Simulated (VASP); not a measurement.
**Si17Mo8 (a cell with a defect): single point with PBE**

Si17Mo8 (a cell with a defect):

```
CELL_PARAMETERS angstrom
6.43369 0.00000 0.00000
0.00000 6.43369 0.00000
0.00000 0.00000 7.87302
ATOMIC_POSITIONS crystal
Si 0.92364 0.95327 0.37498
Si 0.51338 0.99488 0.33980
Si 0.99732 0.49635 0.33567
Si 0.24695 0.24541 0.82843
Si 0.50472 0.50095 0.33728
Si 0.75204 0.24971 0.83029
Si 0.25154 0.75106 0.82962
Si 0.75731 0.75763 0.82852
Si 0.00459 0.00305 0.67156
Si 0.49894 0.99846 0.67038
Si 0.00028 0.49796 0.66970
Si 0.29672 0.32635 0.12501
Si 0.49237 0.49269 0.67148
Si 0.75365 0.25268 0.16433
Si 0.25512 0.73662 0.16020
Si 0.74904 0.74528 0.16271
Si 0.17417 0.07583 0.25001
Mo 0.25380 0.25546 0.50975
Mo 0.74335 0.25128 0.50165
Mo 0.24665 0.74660 0.49921
Mo 0.52625 0.52184 0.98943
Mo 0.72816 0.72375 0.51057
Mo 0.99872 0.50665 0.99835
Mo 0.50339 0.00335 0.00079
Mo 0.99455 0.99620 0.99026
```

```json
{
  "Program": "VASP 6.6.1",
  "Task": "single point",
  "Functional": "PBE",
  "Potentials or basis": "VASP PAW PBE potentials, release 64 (Si, Mo_sv)",
  "Cutoff": "400 eV",
  "k mesh": "4 × 4 × 3, shifted",
  "Occupations": "gaussian, width 0.1 eV",
  "Spin": "no spin polarisation",
  "Dipole correction": "no",
  "Further INCAR settings": "ALGO = Normal; EDIFF = 1e-06; NBANDS = 108"
}
```

```yaml
Pressure: 15.4 GPa
Largest_force: 2.271 eV/Å
Band_gap_on_the_k_mesh: zero (bands 90 and 91 overlap by 0.21 eV)
```

Forces in eV/Å, atoms in the order of the input:
```
Si  -0.314  0.784 -0.189
Si   0.368 -0.005  0.134
Si  -0.039 -0.087 -0.042
Si  -0.018  0.048  0.010
Si   0.014 -0.003 -0.027
Si  -0.044  0.010  0.008
Si  -0.045  0.035 -0.011
Si  -0.083  0.036 -0.001
Si  -0.047  0.018 -0.010
Si  -0.035  0.045  0.011
Si  -0.010  0.044 -0.008
Si  -0.784  0.315  0.189
Si  -0.036  0.083  0.001
Si   0.087  0.040  0.042
Si   0.005 -0.368 -0.134
Si   0.003 -0.014  0.027
Si   1.606 -1.606  0.000
Mo  -0.066  0.106 -0.062
Mo  -0.111  0.172  0.061
Mo  -0.095  0.113 -0.046
Mo  -0.058 -0.094  0.057
Mo   0.094  0.058 -0.057
Mo  -0.171  0.110 -0.061
Mo  -0.112  0.095  0.046
Mo  -0.107  0.066  0.062
```

Stress tensor (GPa, compression positive):
```
14.92  5.91 -3.10
 5.91 14.92 -3.10
-3.10 -3.10 16.35
```

Levels at points of the mesh, in eV from the Fermi level:
```tsv
k point	band 86	band 87	band 88	band 89	band 90	band 91	band 92	band 93	band 94	band 95
(0.12, 0.12, 0.00)	-1.19	-1.18	-1.08	-0.70	0.05	0.49	0.60	0.92	0.97	1.14
```

Wall time 9.7 min on 1 thread of Intel(R) Xeon(R) 6975P-C (Granite Rapids) (shared host), peak memory 0.53 GiB.
